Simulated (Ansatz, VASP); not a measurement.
Two plane-wave programs on GaN

Contents of INCAR:

```
PREC     = Accurate       # precision mode
ENCUT    = 520            # plane-wave cutoff, eV
EDIFF    = 1E-6           # SCF threshold, eV
ISMEAR   = 0              # smearing method
SIGMA    = 0.01           # smearing width, eV
LREAL    = Auto         
LASPH    = T              # aspherical terms in the spheres
NELM     = 100            # most SCF steps
ALGO     = Normal         # electronic algorithm
ISIF     = 2              # what is computed and relaxed
LWAVE    = F              # write WAVECAR
LCHARG   = T              # write CHGCAR
GGA      = PE             # functional
LELF     = T              # ELF
LVHAR    = T            
NBANDS   = 186            # bands
```

Contents of KPOINTS:

```
regular mesh
0
Gamma
  3 3 3
```

POSCAR

```
GaN
1.0
    0.0000000000     -5.5743817648      5.2431684006
    4.8275562187      2.7871908824      5.2431684006
   -4.8275562187      2.7871908824      5.2431684006
Ga N
18 18
Direct
    0.7219338427      0.3886005094      0.3886005094
    0.3886005094      0.3886005094      0.7219338427
    0.7219338427      0.7219338427      0.0552671760
    0.0552671760      0.3886005094      0.0552671760
    0.3886005094      0.7219338427      0.3886005094
    0.7219338427      0.0552671760      0.7219338427
    0.0552671760      0.7219338427      0.7219338427
    0.3886005094      0.0552671760      0.0552671760
    0.0552671760      0.0552671760      0.3886005094
    0.7774893983      0.4441560649      0.7774893983
    0.4441560649      0.4441560649      0.1108227316
    0.7774893983      0.7774893983      0.4441560649
    0.1108227316      0.4441560649      0.4441560649
    0.4441560649      0.7774893983      0.7774893983
    0.7774893983      0.1108227316      0.1108227316
    0.1108227316      0.7774893983      0.1108227316
    0.4441560649      0.1108227316      0.4441560649
    0.1108227316      0.1108227316      0.7774893983
    0.8475106017      0.5141772684      0.5141772684
    0.5141772684      0.5141772684      0.8475106017
    0.8475106017      0.8475106017      0.1808439351
    0.1808439351      0.5141772684      0.1808439351
    0.5141772684      0.8475106017      0.5141772684
    0.8475106017      0.1808439351      0.8475106017
    0.1808439351      0.8475106017      0.8475106017
    0.5141772684      0.1808439351      0.1808439351
    0.1808439351      0.1808439351      0.5141772684
    0.5697328240      0.2363994906      0.5697328240
    0.2363994906      0.2363994906      0.9030661573
    0.5697328240      0.5697328240      0.2363994906
    0.9030661573      0.2363994906      0.2363994906
    0.2363994906      0.5697328240      0.5697328240
    0.5697328240      0.9030661573      0.9030661573
    0.9030661573      0.5697328240      0.9030661573
    0.2363994906      0.9030661573      0.2363994906
    0.9030661573      0.9030661573      0.5697328240
```

Input for Ansatz:

```yaml
crystal:
  lattice:
    - [0.0, -5.5743817648, 5.2431684006]
    - [4.8275562187, 2.7871908824, 5.2431684006]
    - [-4.8275562187, 2.7871908824, 5.2431684006]
  atoms:
    - { symbol: Ga, position: [0.7219338427, 0.3886005094, 0.3886005094] }
    - { symbol: Ga, position: [0.3886005094, 0.3886005094, 0.7219338427] }
    - { symbol: Ga, position: [0.7219338427, 0.7219338427, 0.055267176] }
    - { symbol: Ga, position: [0.055267176, 0.3886005094, 0.055267176] }
    - { symbol: Ga, position: [0.3886005094, 0.7219338427, 0.3886005094] }
    - { symbol: Ga, position: [0.7219338427, 0.055267176, 0.7219338427] }
    - { symbol: Ga, position: [0.055267176, 0.7219338427, 0.7219338427] }
    - { symbol: Ga, position: [0.3886005094, 0.055267176, 0.055267176] }
    - { symbol: Ga, position: [0.055267176, 0.055267176, 0.3886005094] }
    - { symbol: Ga, position: [0.7774893983, 0.4441560649, 0.7774893983] }
    - { symbol: Ga, position: [0.4441560649, 0.4441560649, 0.1108227316] }
    - { symbol: Ga, position: [0.7774893983, 0.7774893983, 0.4441560649] }
    - { symbol: Ga, position: [0.1108227316, 0.4441560649, 0.4441560649] }
    - { symbol: Ga, position: [0.4441560649, 0.7774893983, 0.7774893983] }
    - { symbol: Ga, position: [0.7774893983, 0.1108227316, 0.1108227316] }
    - { symbol: Ga, position: [0.1108227316, 0.7774893983, 0.1108227316] }
    - { symbol: Ga, position: [0.4441560649, 0.1108227316, 0.4441560649] }
    - { symbol: Ga, position: [0.1108227316, 0.1108227316, 0.7774893983] }
    - { symbol: "N", position: [0.8475106017, 0.5141772684, 0.5141772684] }
    - { symbol: "N", position: [0.5141772684, 0.5141772684, 0.8475106017] }
    - { symbol: "N", position: [0.8475106017, 0.8475106017, 0.1808439351] }
    - { symbol: "N", position: [0.1808439351, 0.5141772684, 0.1808439351] }
    - { symbol: "N", position: [0.5141772684, 0.8475106017, 0.5141772684] }
    - { symbol: "N", position: [0.8475106017, 0.1808439351, 0.8475106017] }
    - { symbol: "N", position: [0.1808439351, 0.8475106017, 0.8475106017] }
    - { symbol: "N", position: [0.5141772684, 0.1808439351, 0.1808439351] }
    - { symbol: "N", position: [0.1808439351, 0.1808439351, 0.5141772684] }
    - { symbol: "N", position: [0.569732824, 0.2363994906, 0.569732824] }
    - { symbol: "N", position: [0.2363994906, 0.2363994906, 0.9030661573] }
    - { symbol: "N", position: [0.569732824, 0.569732824, 0.2363994906] }
    - { symbol: "N", position: [0.9030661573, 0.2363994906, 0.2363994906] }
    - { symbol: "N", position: [0.2363994906, 0.569732824, 0.569732824] }
    - { symbol: "N", position: [0.569732824, 0.9030661573, 0.9030661573] }
    - { symbol: "N", position: [0.9030661573, 0.569732824, 0.9030661573] }
    - { symbol: "N", position: [0.2363994906, 0.9030661573, 0.2363994906] }
    - { symbol: "N", position: [0.9030661573, 0.9030661573, 0.569732824] }
basis:
  ecutwfc: 420
  xc_grid: 2
kpoints:
  mp_grid: { grid: [3, 3, 3], shift: [0.0, 0.0, 0.0] }
hamiltonian:
  xc: pbe
scf:
  occupations: { method: gaussian, width: 0.01 }
output:
  forces: true
  stress: true
  eigenvalues: true
  write_density: true
  write_potential: true
  elf: true
  volumetric_format: npy
```

Alike in both runs: task single point; functional PBE; k mesh 3 × 3 × 3; occupations gaussian, width 0.01 eV; no spin polarisation.

```csv
,VASP,Ansatz
version,VASP 6.6.1,Ansatz 0.2.0
potentials or method,"VASP PAW PBE potentials, release 64 (Ga_d, N), cutoff 520 eV","scalar-relativistic, plane waves, PAW"
valence electrons in the cell,324,324
```

Ansatz gave:

- gap on the k mesh at the Fermi level (eV): 1.71
- least direct gap on the mesh (eV): 1.71
- pressure (GPa): 0.0

Problem. Which values does VASP return?

Solution. gap on the k mesh at the Fermi level (eV): 1.72; least direct gap on the mesh (eV): 1.72; pressure (GPa): 0.1.

The functional is the same, so the differences come from potentials, cutoffs and numerics.
